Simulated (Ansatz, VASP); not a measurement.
# NaGaF2 in VASP and in Ansatz

```
Na Ga F
1.0
     3.34150    0.00000    0.00000
    -1.67075    2.89382    0.00000
     0.00000    0.00000    6.28573
Na Ga F
1 1 2
Direct
  0.00000 0.00000 0.00000
  0.00000 0.00000 0.50000
  0.33333 0.66667 0.78316
  0.66667 0.33333 0.21684
```

Alike in both runs: functional PBE; k mesh 12 × 12 × 6; occupations gaussian, width 0.02 eV; no spin polarisation.

Ansatz relaxed the structure, and its values are those at the end. VASP's run is a single point on that final structure, the one shown.

|  | VASP | Ansatz |
| --- | --- | --- |
| version | VASP 6.6.1 | Ansatz 0.2.0 |
| potentials or method | VASP PAW PBE potentials, release 64 (Na_pv, Ga_d, F), cutoff 520 eV | scalar-relativistic, plane waves, PAW |
| valence electrons in the cell | 34 | 36 |

Ansatz gave:

* gap on the k mesh at the Fermi level (eV): 2.20
* least direct gap on the mesh (eV): 2.50
* pressure (GPa): 0.0
* rms of the force components (eV/Å): 0.003

Q: Which values does VASP return?

A: gap on the k mesh at the Fermi level (eV): 2.20; least direct gap on the mesh (eV): 2.50; pressure (GPa): -0.2; rms of the force components (eV/Å): 0.003.

With one functional, cell and mesh, what is left measures potentials, basis and numerics. VASP's potentials hold 34 valence electrons a cell and Ansatz's 36, so a difference there can come from the potentials and not from the codes.
